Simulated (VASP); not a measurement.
# PbO2 (Aea2) in VASP: relaxation of cell and atoms with PBE

Aim: the relaxation of cell and atoms of PbO2 with PBE.

Program: VASP 6.6.1. These are calculated values, not measurements. Logs are shortened: lines on timing, memory, paths and dates and some standing lists are left out, and cuts for length are marked.

### 1 The cell of the first run

Symmetry: Aea2, No. 41, orthorhombic system. Conventional cell: a = 5.604 Å, b = 5.506 Å, c = 7.078 Å, α = 90.00°, β = 90.00°, γ = 90.00°. Pb (site symmetry 2) has 6 O at 2.52 to 2.62 Å within 3.3 Å. Within 2.0 Å of O (site symmetry 1) lie 1 O at 1.49 Å.

The cell was built from a structure type or drawn by symmetry, and may not be a known phase.

### 2 Relaxation of cell and atoms, PBE

Input file INCAR:

```
SYSTEM = PbO2
ALGO = Normal ; EDIFF = 1E-7
EDIFFG = -0.01 ; ENCUT = 600
GGA = PE ; IBRION = 2
ISIF = 3 ; ISMEAR = 0
LASPH = .TRUE. ; LCHARG = .FALSE.
LREAL = .FALSE. ; LWAVE = .FALSE.
NELM = 60 ; NSW = 100
PREC = Accurate ; SIGMA = 0.02
```

Input file KPOINTS:

```
k-points
0
G
  6 6 6
  0 0 0
```

Input file POSCAR:

```
PbO2
1.0
    5.6042061031      0.0000000000      0.0000000000
    0.0000000000      2.7528498444      3.5392240558
    0.0000000000     -2.7528498444      3.5392240558
Pb O
2 4
Direct
    0.0000000000      0.9935535586      0.9935535586
    0.5000000000      0.4935535586      0.4935535586
    0.9039477393      0.4417499953      0.2548153218
    0.4039477393      0.7548153218      0.9417499953
    0.5960522607      0.9417499953      0.7548153218
    0.0960522607      0.2548153218      0.4417499953
```

Potentials or basis: VASP PAW PBE potentials, release 64 (Pb_d, O).

Launch:

```bash
cat potpaw_PBE.64/Pb_d/POTCAR potpaw_PBE.64/O/POTCAR > POTCAR
mpirun -np 1 vasp_std > vasp.out
```

OUTCAR:

```text
SYSTEM = PbO2
   EDIFF = 1E-7
   EDIFFG = -0.01
   ENCUT = 600
   GGA = PE
   IBRION = 2
   ISIF = 3
   ISMEAR = 0
   LASPH = .TRUE.
   LREAL = .FALSE.
   NELM = 60
   NSW = 100
   PREC = Accurate

 ion  position               nearest neighbor table
   1  0.000  0.994  0.994-   6 2.52   3 2.52   4 2.54   5 2.54   3 2.62   6 2.62   2 3.93   2 3.93
                             2 3.93   2 3.93
   2  0.500  0.494  0.494-   4 2.52   5 2.52   3 2.54   6 2.54   5 2.62   4 2.62   1 3.93   1 3.93
                             1 3.93   1 3.93
   3  0.904  0.442  0.255-   6 1.49   1 2.52   2 2.54   1 2.62
   4  0.404  0.755  0.942-   5 1.49   2 2.52   1 2.54   2 2.62
   5  0.596  0.942  0.755-   4 1.49   2 2.52   1 2.54   2 2.62
   6  0.096  0.255  0.442-   3 1.49   1 2.52   2 2.54   1 2.62

  LATTYP: Found a base centered orthorhombic cell.
 ALAT       =     5.5056996888
 B/A-ratio  =     1.2856582291
 C/A-ratio  =     1.0178917158

  Lattice vectors:

 A1 = (   0.0000000000,   2.7528498444,  -3.5392240558)
 A2 = (   0.0000000000,   2.7528498444,   3.5392240558)
 A3 = (   5.6042061031,   0.0000000000,   0.0000000000)

Analysis of symmetry for initial positions (statically):
=====================================================================
 Subroutine PRICEL returns:
 Original cell was already a primitive cell.

 Routine SETGRP: Setting up the symmetry group for a
 base centered orthorhombic supercell.

 Subroutine GETGRP returns: Found  4 space group operations
 (whereof  2 operations were pure point group operations)
 out of a pool of  8 trial point group operations.

The static configuration has the point symmetry C_2 .
 The point group associated with its full space group is C_2v.

Analysis of symmetry for dynamics (positions and initial velocities):
=====================================================================
 Subroutine PRICEL returns:
 Original cell was already a primitive cell.

 Routine SETGRP: Setting up the symmetry group for a
 base centered orthorhombic supercell.

 Subroutine GETGRP returns: Found  4 space group operations
 (whereof  2 operations were pure point group operations)
 out of a pool of  8 trial point group operations.

The dynamic configuration has the point symmetry C_2 .
 The point group associated with its full space group is C_2v.

 Subroutine INISYM returns: Found  4 space group operations
 (whereof  2 operations are pure point group operations),
 and found     1 'primitive' translations

----------------------------------------------------------------------------------------

                                     Primitive cell

  volume of cell :     109.2030

  direct lattice vectors                    reciprocal lattice vectors
     5.604206103  0.000000000  0.000000000     0.178437406  0.000000000  0.000000000
     0.000000000  2.752849844  3.539224056     0.000000000  0.181629957  0.141273904
     0.000000000 -2.752849844  3.539224056     0.000000000 -0.181629957  0.141273904

  length of vectors
     5.604206103  4.483780680  4.483780680     0.178437406  0.230103797  0.230103797

  position of ions in fractional coordinates (direct lattice)
     0.000000000  0.993553559  0.993553559
     0.500000000  0.493553559  0.493553559
     0.903947739  0.441749995  0.254815322
     0.403947739  0.754815322  0.941749995
     0.596052261  0.941749995  0.754815322
     0.096052261  0.254815322  0.441749995

  ion indices of the primitive-cell ions
   primitive index   ion index
                 1           1
                 2           2
                 3           3
                 4           4
                 5           5
                 6           6

----------------------------------------------------------------------------------------

 KPOINTS: k-points

Automatic generation of k-mesh.
 Grid dimensions read from file:
 generate k-points for:    6    6    6

 Generating k-lattice:

  Cartesian coordinates                     Fractional coordinates (reciprocal lattice)
     0.029739568  0.000000000  0.000000000     0.166666667  0.000000000  0.000000000
     0.000000000  0.030271660  0.023545651     0.000000000  0.166666667  0.000000000
     0.000000000 -0.030271660  0.023545651     0.000000000  0.000000000  0.166666667

  Length of vectors
     0.029739568  0.038350633  0.038350633

  Shift w.r.t. Gamma in fractional coordinates (k-lattice)
     0.000000000  0.000000000  0.000000000

 Subroutine IBZKPT returns following result:
 ===========================================

 Found     52 irreducible k-points:

 Following reciprocal coordinates:
            Coordinates               Weight
  0.000000  0.000000  0.000000      1.000000
  0.166667  0.000000  0.000000      2.000000
  0.333333  0.000000  0.000000      2.000000
  0.500000  0.000000  0.000000      1.000000
  0.000000  0.166667  0.000000      4.000000
  0.166667  0.166667  0.000000      8.000000
[... 16 lines left out ...]
  0.333333  0.333333  0.166667      8.000000
  0.500000  0.333333  0.166667      4.000000
 [... further k-points ...]
   k-points           NKPTS =     52   k-points in BZ     NKDIM =     52   number of bands    NBANDS=     31
   number of dos      NEDOS =    301   number of ions     NIONS =      6
   total plane-waves  NPLWV =  62208
   dimension x,y,z NGX =    48 NGY =   36 NGZ =   36
   dimension x,y,z NGXF=    96 NGYF=   72 NGZF=   72
   ions per type =               2   4
   NGX,Y,Z   is equivalent  to a cutoff of  14.24, 13.35, 13.35 a.u.
   NGXF,Y,Z  is equivalent  to a cutoff of  28.48, 26.70, 26.70 a.u.
 SYSTEM =  PbO2
   PREC   = accura    normal or accurate (medium, high low for compatibility)
   ISTART =      0    job   : 0-new  1-cont  2-samecut
   ICHARG =      2    charge: 1-file 2-atom 10-const
   ISPIN  =      1    spin polarized calculation?
   LNONCOLLINEAR =      F non collinear calculations
   LSORBIT =      F    spin-orbit coupling
   LASPH  =      T    aspherical Exc in radial PAW
   ENCUT  =  600.0 eV  44.10 Ry    6.64 a.u.  11.19  8.96  8.96*2*pi/ulx,y,z
   NELM   =     60;   NELMIN=  2; NELMDL= -5     # of ELM steps
   EDIFF  = 0.1E-06   stopping-criterion for ELM
   LREAL  =      F    real-space projection
   EDIFFG = -.1E-01   stopping-criterion for IOM
   NSW    =    100    number of steps for IOM
   IBRION =      2    ionic relax: 0-MD 1-quasi-New 2-CG
   NFREE  =      1    steps in history (QN), initial steepest desc. (CG)
   ISIF   =      3    stress and relaxation
   ISYM   =      2    0-nonsym 1-usesym 2-fastsym
   POTIM  = 0.5000    time-step for ionic-motion
   TEBEG  =    0.0;   TEEND  =   0.0 temperature during run
   PSTRESS=    0.0 pullay stress
   NELECT =      52.0000    total number of electrons
   NUPDOWN=      -1.0000    fix difference up-down
   EMIN   =  10.00;   EMAX   =-10.00  energy-range for DOS
   EFERMI =   0.00;   METHOD = LEGACY
   ISMEAR =     0;   SIGMA  =   0.02  broadening in eV -4-tet -1-fermi 0-gaus
   EFERMI_NEDOS =   21; number of points for ismear=-14 and -15
   IALGO  =     38    algorithm
   IMIX   =      4    mixing-type and parameters
     AMIX     =   0.40;   BMIX     =  1.00
     AMIX_MAG =   1.60;   BMIX_MAG =  1.00
  volume/ion in A,a.u.               =      18.20       122.82
  Fermi-wavevector in a.u.,A,eV,Ry     =   1.278393  2.415812 22.235848  1.634289
  Thomas-Fermi vector in A             =   2.410938
   LORBIT       =      0    0 simple, 1 ext, 2 COOP (PROOUT), +10 PAW based schemes
   GGA     = PE    functional components
   LHFCALC =     F    Hartree Fock is set to
   AEXX    =    0.0000 exact exchange contribution
   IVDW    =     0    specifies the selected vdW correction
   LEPSILON=     F    determine dielectric tensor
   LRPA    =     F    only Hartree local field effects (RPA)
 conjugate gradient relaxation of ions
 non-spin polarized calculation
 Gauss-broadening in eV      SIGMA  =   0.02
  energy-cutoff  :      600.00
  volume of cell :      109.20
 maximum number of plane-waves:      3668
 NGX is ok and might be reduce to    48
   NGX = 23   NGY = 17   NGZ = 17

--------------------------------------- Ionic step        1  -------------------------------------------

 number of electron      51.9999991 magnetization

 Free energy of the ion-electron system (eV)
  ---------------------------------------------------
  ext. energy  EPLUGINS =         0.00000000
  ---------------------------------------------------
  free energy    TOTEN  =       -30.09103003 eV

  energy without entropy =      -30.09103003  energy(sigma->0) =      -30.09103003

------------------------ aborting loop because EDIFF is reached ----------------------------------------

  FORCE on cell =-STRESS in cart. coord.  units (eV):
  Direction    XX          YY          ZZ          XY          YZ          ZX
  --------------------------------------------------------------------------------------
  -------------------------------------------------------------------------------------
  Total        0.1572841      0.0754431     -0.3564188      0.0000000      0.0000000      0.0000000
  in kB        2.3076018      1.1068671     -5.2292156      0.0000000      0.0000000      0.0000000
  external PRESSURE =      -0.6049156 kB  Pullay stress =       0.0000000 kB
[... 101 lines left out ...]
  FREE ENERGIE OF THE ION-ELECTRON SYSTEM (eV)
  ---------------------------------------------------
  free  energy   TOTEN  =       -30.0927701263 eV

  energy  without entropy=      -30.0927701263  energy(sigma->0) =      -30.09277013

 E-fermi :   4.4799     XC(G=0):  -9.5767

 val. band max:        4.3736276572   @ k =   0.0000   0.3333   0.3333
 cond. band min:       4.9908761916   @ k =   0.0000   0.0000   0.0000
 fundamental gap:      0.6172485344
 Fermi energy:         4.4798874828

 k-point     1 :       0.0000    0.0000    0.0000
  band No.  band energies     occupation
      1     -16.9586      2.00000
      2     -16.8451      2.00000
      3     -12.4590      2.00000
      4     -12.3827      2.00000
      5     -12.2885      2.00000
      6     -12.2770      2.00000
[... 805 lines left out ...]
     30       7.9383      0.00000
     31       8.9709      0.00000

 [... further k-points ...]

 E-fermi :   5.4798     XC(G=0):  -9.9998

 val. band max:        5.3147796241   @ k =   0.0000   0.3333   0.3333
 cond. band min:       5.7636719151   @ k =   0.0000   0.0000   0.0000
 fundamental gap:      0.4488922910
 Fermi energy:         5.4798369697

 k-point     1 :       0.0000    0.0000    0.0000
  band No.  band energies     occupation
      1     -16.3489      2.00000
      2     -16.2005      2.00000
      3     -11.5999      2.00000
      4     -11.5784      2.00000
      5     -11.5584      2.00000
      6     -11.5478      2.00000
[... 805 lines left out ...]
     30       8.4009      0.00000
     31       9.8881      0.00000

 [... further k-points ...]

[... ionic steps 4 to 42 ...]

--------------------------------------- Ionic step       43  -------------------------------------------

 number of electron      51.9999992 magnetization

------------------------ aborting loop because EDIFF is reached ----------------------------------------

  FORCE on cell =-STRESS in cart. coord.  units (eV):
  Direction    XX          YY          ZZ          XY          YZ          ZX
  --------------------------------------------------------------------------------------
  -------------------------------------------------------------------------------------
  Total       -0.0269354      0.0158935     -0.0096560      0.0000000      0.0000000      0.0000000
  in kB       -0.4414358      0.2604747     -0.1582500      0.0000000      0.0000000      0.0000000
  external PRESSURE =      -0.1130704 kB  Pullay stress =       0.0000000 kB
[... 65 lines left out ...]
  energy  without entropy=      -30.2997507042  energy(sigma->0) =      -30.29975070

--------------------------------------- Ionic step       45  -------------------------------------------

 number of electron      51.9999992 magnetization

 Free energy of the ion-electron system (eV)
  ---------------------------------------------------
  ext. energy  EPLUGINS =         0.00000000
  ---------------------------------------------------
  free energy    TOTEN  =       -30.29980191 eV

  energy without entropy =      -30.29980191  energy(sigma->0) =      -30.29980191

 E-fermi :   5.4829     XC(G=0): -10.0026

 val. band max:        5.3222217448   @ k =   0.0000   0.3333   0.3333
 cond. band min:       5.7761774041   @ k =   0.0000   0.0000   0.0000
 fundamental gap:      0.4539556593
 Fermi energy:         5.4829090625

 k-point     1 :       0.0000    0.0000    0.0000
  band No.  band energies     occupation
      1     -16.3513      2.00000
      2     -16.2026      2.00000
      3     -11.5938      2.00000
      4     -11.5722      2.00000
      5     -11.5520      2.00000
      6     -11.5416      2.00000
[... 805 lines left out ...]
     30       8.4113      0.00000
     31       9.8951      0.00000

 [... further k-points ...]

------------------------ aborting loop because EDIFF is reached ----------------------------------------

  FORCE on cell =-STRESS in cart. coord.  units (eV):
  Direction    XX          YY          ZZ          XY          YZ          ZX
  --------------------------------------------------------------------------------------
  -------------------------------------------------------------------------------------
  Total       -0.0032418     -0.0226621      0.0073958      0.0000000      0.0000000      0.0000000
  in kB       -0.0531366     -0.3714545      0.1212254      0.0000000      0.0000000      0.0000000
  external PRESSURE =      -0.1011219 kB  Pullay stress =       0.0000000 kB
[... 21 lines left out ...]
  FREE ENERGIE OF THE ION-ELECTRON SYSTEM (eV)
  ---------------------------------------------------
  free  energy   TOTEN  =       -30.2998019081 eV

  energy  without entropy=      -30.2998019081  energy(sigma->0) =      -30.29980191

 reached required accuracy - stopping structural energy minimisation
```

Run time: 51 min. Hardware: 1 thread of AMD EPYC 9R45 (Zen 5), shared host; peak memory 0.34 GiB.

What came out:

```yaml
Free_energy: -30.2998 eV
Relaxed_volume: 16.29 Å³/atom
Relaxed_cell: a = 6.326 Å, b = 3.954 Å, c = 3.954 Å, α = 98.76°, β = 90.00°, γ = 90.00°
Space_group_after_relaxing_to_0.1_Å: Cmce (No. 64)
Energy_gained_by_relaxing: 34.8 meV/atom
Ionic_steps: 45
Pressure_after_relaxing: 0.0 GPa
Largest_force_after_relaxing: 0.010 eV/Å
Band_gap_on_the_k_mesh: 0.45 eV (least direct gap 0.61 eV)
```

Forces in eV/Å, atoms in the order of the input:
```
Pb   0.000  0.000 -0.010
Pb   0.000  0.000 -0.010
O    0.001 -0.001  0.005
O    0.001  0.001  0.005
O   -0.001 -0.001  0.005
O   -0.001  0.001  0.005
```

Step by step:
```
step  energy change (eV)  largest force (eV/Å)  pressure (GPa)  volume (Å³)
   1              0.0000                0.1552           -0.06       109.20
   3             -0.0017                0.0273           -0.25       109.14
   5             -0.0025                0.0182            0.15       108.53
   7             -0.0041                0.0384            0.11       108.64
   9             -0.0051                0.0949            0.04       108.88
  11             -0.0067                0.1146           -0.53       109.63
  13             -0.0079                0.0912           -0.51       109.64
  15             -0.0123                0.0589           -0.47       109.66
  17             -0.0162                0.5215           -0.57       109.06
  19             -0.0170                0.2945           -0.50       109.45
  21             -0.0274                0.2469           -0.99       109.06
  23             -0.0481                0.2279           -1.65       107.29
  25             -0.0778                0.3984           -0.94       103.69
  27             -0.0936                0.4831            0.43       100.82
  29             -0.1792                0.1323           -0.14        98.33
  31             -0.1901                0.1599            0.18        97.24
  33             -0.1985                0.1553            0.43        97.31
  35             -0.2025                0.0833           -0.42        98.17
  37             -0.2059                0.0595           -0.32        98.03
  39             -0.2081                0.0352            0.02        97.62
  41             -0.2086                0.0337            0.11        97.65
  43             -0.2087                0.0120           -0.01        97.76
  45             -0.2088                0.0099           -0.01        97.75
```

Final structure:
```yaml
crystal:
  lattice:
    - [6.32593, 0.00000, 0.00000]
    - [0.00000, 3.00118, 2.57429]
    - [0.00000, -3.00118, 2.57429]
  atoms:
    - { symbol: Pb, position: [0.00000, 0.89884, 0.89884] }
    - { symbol: Pb, position: [0.50000, 0.39884, 0.39884] }
    - { symbol: O, position: [0.90757, 0.47603, 0.31524] }
    - { symbol: O, position: [0.40757, 0.81524, 0.97603] }
    - { symbol: O, position: [0.59243, 0.97603, 0.81524] }
    - { symbol: O, position: [0.09243, 0.31524, 0.47603] }
```

Levels at points of the mesh, in eV from the valence-band top:
```
           k point  band 23  band 24  band 25  band 26  band 27  band 28  band 29  band 30
(0.00, 0.00, 0.00)    -2.00    -1.47    -1.25    -0.15     0.45     2.05     4.67     4.88
(0.50, 0.00, 0.00)    -1.67    -1.67    -1.62    -1.62     2.36     2.36     4.15     4.15
(0.00, 0.50, 0.00)    -2.29    -2.29    -1.22    -1.22     1.90     1.90     2.43     2.43
(0.50, 0.50, 0.00)    -2.58    -2.58    -1.79    -1.79     1.85     1.85     3.10     3.10
(0.00, 0.50, 0.50)    -1.89    -1.09    -0.95    -0.14     0.82     1.71     3.94     3.95
(0.50, 0.50, 0.50)    -1.43    -1.43    -1.40    -1.40     2.06     2.06     3.84     3.84
```

Caveat: spin-orbit coupling is left out, which moves the levels of the heavy elements. A k mesh can miss the band edges.
